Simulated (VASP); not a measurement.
# AlN (P6_3mc) in VASP: a series of runs, part 2 of 2

VASP 6.6.1. The steps go on from the part before.

## Step 3: Single point, PBEsol (strain -0.040 along x and y, +0.000 along z)

INCAR

```
SYSTEM = AlN
PREC = Accurate
ENCUT = 600
EDIFF = 1E-6
ISMEAR = 0
SIGMA = 0.05
LREAL = .False.
LASPH = .True.
NELM = 120
ALGO = Normal
ISIF = 2
LWAVE = .False.
LCHARG = .True.
GGA = PS
LELF = .True.
LVHAR = .True.
NBANDS = 16
GGA_COMPAT = .False.
```

KPOINTS

```
regular mesh
0
Gamma
  12 12 6
  0 0 0
```

POSCAR

```
AlN
1.0
    2.9891449405      0.0000000000      0.0000000000
   -1.4945724703      2.5886754541      0.0000000000
    0.0000000000      0.0000000000      4.9834165464
Al N
2 2
Direct
    0.3333333333      0.6666666667      0.0015080761
    0.6666666667      0.3333333333      0.5015080761
    0.3333333333      0.6666666667      0.3834919239
    0.6666666667      0.3333333333      0.8834919239
```

Potentials or basis: VASP PAW PBE potentials, release 64 (Al, N).

The run is started by

```sh
cat potpaw_PBE.64/Al/POTCAR potpaw_PBE.64/N/POTCAR > POTCAR
mpirun -np 1 vasp_std > vasp.out
```

Wall time 56 s (1 thread of Intel Xeon 8259CL, shared host); peak memory 0.18 GiB.

The run converged. Its results:

```yaml
Free_energy: -31.0526 eV
Pressure: 20.2 GPa
Largest_force: 0.595 eV/Å
Band_gap_on_the_k_mesh: 4.92 eV (least direct gap 4.94 eV)
```

Forces in eV/Å, atoms in the order of the input:
```
Al   0.000  0.000  0.595
Al   0.000  0.000  0.595
N    0.000  0.000 -0.595
N    0.000  0.000 -0.595
```

Stress tensor (GPa, compression positive):
```
27.42  0.00  0.00
 0.00 27.42  0.00
 0.00  0.00  5.89
```

Levels at points of the mesh, in eV from the valence-band top:
| k point | band 4 | band 5 | band 6 | band 7 | band 8 | band 9 | band 10 | band 11 | band 12 | band 13 |
| --- | --- | --- | --- | --- | --- | --- | --- | --- | --- | --- |
| (0.00, 0.00, 0.00) | -0.57 | -0.57 | -0.01 | -0.01 | 0.00 | 4.94 | 7.87 | 11.13 | 12.19 | 12.19 |
| (0.50, 0.00, 0.00) | -4.38 | -3.39 | -1.88 | -1.77 | -0.57 | 5.74 | 6.34 | 8.95 | 10.77 | 11.59 |
| (0.00, 0.00, 0.50) | -3.53 | -0.30 | -0.30 | -0.30 | -0.30 | 7.42 | 7.42 | 10.88 | 10.88 | 12.53 |
| (0.50, 0.00, 0.50) | -5.79 | -1.40 | -1.40 | -1.29 | -1.29 | 5.46 | 5.46 | 9.73 | 9.73 | 12.67 |

Caveat: the cell differs from its parent crystal (strain -0.040 along x and y, +0.000 along z); the cell stands under pressure; the PAW data sets were made with another functional, which shifts forces and pressure a little. A k mesh can miss the band edges.

## Step 4: Single point, PBEsol (strain +0.000 along x and y, -0.040 along z)

INCAR

```
SYSTEM = AlN
ALGO     = Normal         ! electronic algorithm
EDIFF    = 1E-6           ! SCF threshold, eV
ENCUT    = 600            ! plane-wave cutoff, eV
GGA      = PS             ! functional
GGA_COMPAT= .False.      
ISIF     = 2              ! what is computed and relaxed
ISMEAR   = 0              ! smearing method
LASPH    = .True.         ! aspherical terms in the spheres
LCHARG   = .False.        ! write CHGCAR
LREAL    = .False.        ! projectors in reciprocal space
LWAVE    = .False.        ! write WAVECAR
NBANDS   = 16             ! bands
NELM     = 120            ! most SCF steps
PREC     = Accurate       ! precision mode
SIGMA    = 0.05           ! smearing width, eV
```

KPOINTS

```
k-points
0
Gamma
  12 12 6
  0 0 0
```

POSCAR

```
AlN
1.0
    3.1136926464      0.0000000000      0.0000000000
   -1.5568463232      2.6965369313      0.0000000000
    0.0000000000      0.0000000000      4.7840798845
Al N
2 2
Direct
    0.3333333333      0.6666666667      0.0015080761
    0.6666666667      0.3333333333      0.5015080761
    0.3333333333      0.6666666667      0.3834919239
    0.6666666667      0.3333333333      0.8834919239
```

The run is started by

```sh
cat potpaw_PBE.64/Al/POTCAR potpaw_PBE.64/N/POTCAR > POTCAR
mpirun -np 1 vasp_std > vasp.out
```

Wall time 78 s (1 thread of Intel Xeon 8259CL, shared host); peak memory 0.2 GiB.

It converged, with:

| Item | Value |
| --- | --- |
| Free energy | -31.2103 eV |
| Pressure | 8.8 GPa |
| Largest force | 0.712 eV/Å |
| Band gap on the k mesh | 4.35 eV |

Forces on the atoms (eV/Å):
```
Al   0.000  0.000 -0.712
Al   0.000  0.000 -0.712
N    0.000  0.000  0.712
N    0.000  0.000  0.712
```

Stress tensor (GPa, compression positive):
```
 2.78  0.00  0.00
 0.00  2.78  0.00
 0.00  0.00 20.92
```

Levels at points of the mesh, in eV from the valence-band top:
| k point | band 4 | band 5 | band 6 | band 7 | band 8 | band 9 | band 10 | band 11 | band 12 | band 13 |
| --- | --- | --- | --- | --- | --- | --- | --- | --- | --- | --- |
| (0.00, 0.00, 0.00) | -1.19 | -1.19 | -0.41 | -0.41 | 0.00 | 4.35 | 6.38 | 10.80 | 10.80 | 10.89 |
| (0.50, 0.00, 0.00) | -4.27 | -3.61 | -2.47 | -1.98 | -0.80 | 5.46 | 5.90 | 8.27 | 10.40 | 10.74 |
| (0.00, 0.00, 0.50) | -3.38 | -0.81 | -0.81 | -0.81 | -0.81 | 6.42 | 6.42 | 10.58 | 10.58 | 11.12 |
| (0.50, 0.00, 0.50) | -5.97 | -1.74 | -1.74 | -1.43 | -1.43 | 5.30 | 5.30 | 9.35 | 9.35 | 12.19 |

Caveat: the cell differs from its parent crystal (strain +0.000 along x and y, -0.040 along z); the cell stands under pressure; the PAW data sets were made with another functional, which shifts forces and pressure a little. A k mesh can miss the band edges.

## Step 5: Single point, PBEsol (strain -0.040 along x and y, +0.040 along z)

INCAR

```
SYSTEM = AlN
  PREC = Accurate
  ENCUT = 600
  EDIFF = 1E-6
  ISMEAR = 0
  SIGMA = 0.05
  LREAL = .FALSE.
  LASPH = .TRUE.
  NELM = 120
  ALGO = Normal
  ISIF = 2
  LWAVE = .FALSE.
  LCHARG = .FALSE.
  GGA = PS
  NBANDS = 16
  GGA_COMPAT = .FALSE.
```

KPOINTS

```
Automatic mesh
0
G
  12 12 6
  0 0 0
```

POSCAR

```
AlN
1.0
    2.9891449405      0.0000000000      0.0000000000
   -1.4945724703      2.5886754541      0.0000000000
    0.0000000000      0.0000000000      5.1827532083
Al N
2 2
Direct
    0.3333333333      0.6666666667      0.0015080761
    0.6666666667      0.3333333333      0.5015080761
    0.3333333333      0.6666666667      0.3834919239
    0.6666666667      0.3333333333      0.8834919239
```

The run is started by

```sh
cat potpaw_PBE.64/Al/POTCAR potpaw_PBE.64/N/POTCAR > POTCAR
mpirun -np 1 vasp_std > vasp.out
```

Wall time 63 s (1 thread of Intel Xeon 8259CL, shared host); peak memory 0.19 GiB.

Results (log left out):

| Item | Value |
| --- | --- |
| Free energy | -31.0225 eV |
| Pressure | 11.8 GPa |
| Largest force | 0.864 eV/Å |
| Band gap on the k mesh | 4.36 eV |

Forces on the atoms (eV/Å):
```
Al   0.000  0.000  0.864
Al   0.000  0.000  0.864
N    0.000  0.000 -0.864
N    0.000  0.000 -0.864
```

Stress tensor (GPa, compression positive):
```
 23.55   0.00   0.00
  0.00  23.55   0.00
  0.00   0.00 -11.74
```

Levels at points of the mesh, in eV from the valence-band top:
| k point | band 6 | band 7 | band 8 | band 9 | band 10 | band 11 |
| --- | --- | --- | --- | --- | --- | --- |
| (0.00, 0.00, 0.00) | -0.22 | 0.00 | 0.00 | 4.36 | 7.86 | 10.53 |
| (0.50, 0.00, 0.00) | -1.76 | -1.73 | -0.63 | 5.37 | 6.33 | 8.49 |
| (0.00, 0.00, 0.50) | -0.23 | -0.23 | -0.23 | 7.11 | 7.11 | 10.36 |
| (0.50, 0.00, 0.50) | -1.51 | -1.23 | -1.23 | 5.13 | 5.13 | 9.43 |

Caveat: the cell differs from its parent crystal (strain -0.040 along x and y, +0.040 along z); the cell stands under pressure; the PAW data sets were made with another functional, which shifts forces and pressure a little. A k mesh can miss the band edges.

## Step 6: Single point, PBEsol (strain -0.040 along x and y, +0.080 along z)

INCAR

```
SYSTEM = AlN
PREC = Accurate
ENCUT = 600
EDIFF = 1E-6
ISMEAR = 0
SIGMA = 0.05
LREAL = .False.
LASPH = .True.
NELM = 120
ALGO = Normal
ISIF = 2
LWAVE = .False.
LCHARG = .True.
GGA = PS
LELF = .True.
LVHAR = .True.
NBANDS = 16
GGA_COMPAT = .False.
```

KPOINTS

```
regular mesh
0
Gamma
  12 12 6
  0 0 0
```

Edit POSCAR of step 5 so:

```diff
@@ -4,3 +4,3 @@
    -1.4945724703      2.5886754541      0.0000000000
-    0.0000000000      0.0000000000      5.1827532083
+    0.0000000000      0.0000000000      5.3820898701
 Al N
```

Potentials or basis: VASP PAW PBE potentials, release 64 (Al, N).

The run is started by

```sh
cat potpaw_PBE.64/Al/POTCAR potpaw_PBE.64/N/POTCAR > POTCAR
mpirun -np 1 vasp_std > vasp.out
```

Run time: 65 s. Hardware: 1 thread of Intel Xeon 8259CL, shared host; peak memory 0.2 GiB.

Results (log left out):

| Quantity | Value |
| --- | --- |
| Free energy | -30.8467 eV |
| Pressure | 5.4 GPa |
| Largest force | 0.863 eV/Å |
| Band gap on the k mesh | 3.73 eV |

Forces on the atoms (eV/Å):
```
Al   0.000  0.000  0.863
Al   0.000  0.000  0.863
N    0.000  0.000 -0.863
N    0.000  0.000 -0.863
```

Stress tensor (GPa, compression positive):
```
 20.35   0.00   0.00
  0.00  20.35   0.00
  0.00   0.00 -24.57
```

Levels at points of the mesh, in eV from the valence-band top:
```csv
k point,band 5,band 6,band 7,band 8,band 9,band 10,band 11,band 12
"(0.00, 0.00, 0.00)",-0.38,-0.38,0.00,0.00,3.73,7.82,9.93,11.33
"(0.50, 0.00, 0.00)",-3.24,-1.75,-1.61,-0.69,5.03,6.28,7.96,9.82
"(0.00, 0.00, 0.50)",-0.19,-0.19,-0.19,-0.19,6.71,6.71,9.92,9.92
"(0.50, 0.00, 0.50)",-1.62,-1.62,-1.19,-1.19,4.78,4.78,9.16,9.16
```

Caveat: the cell differs from its parent crystal (strain -0.040 along x and y, +0.080 along z); the cell stands under pressure; the PAW data sets were made with another functional, which shifts forces and pressure a little.

## Step 7: Overview

```csv
cell,gap on the mesh (eV),pressure (GPa),largest force (eV/Å)
"a = 3.114, b = 3.114, c = 4.585 Å, angles 90.0, 90.0, 120.0°, 4 atoms",4.57,21.0,1.97
"a = 2.989, b = 2.989, c = 4.983 Å, angles 90.0, 90.0, 120.0°, 4 atoms",4.92,20.2,0.59
"a = 3.114, b = 3.114, c = 4.784 Å, angles 90.0, 90.0, 120.0°, 4 atoms",4.35,8.8,0.71
"a = 2.989, b = 2.989, c = 5.183 Å, angles 90.0, 90.0, 120.0°, 4 atoms",4.36,11.8,0.86
"a = 2.989, b = 2.989, c = 5.382 Å, angles 90.0, 90.0, 120.0°, 4 atoms",3.73,5.4,0.86
```

Alike in all rows: task single point; level PBEsol; potentials or basis VASP PAW PBE potentials, release 64 (Al, N); no spin polarisation; k mesh 12 × 12 × 6; cutoff (eV) 600; smearing gaussian 0.05 eV.

Caveats: the cell stands under pressure; the PAW data sets were made with another functional, which shifts forces and pressure a little.

Absolute energies hang on the potentials; compare differences alone.
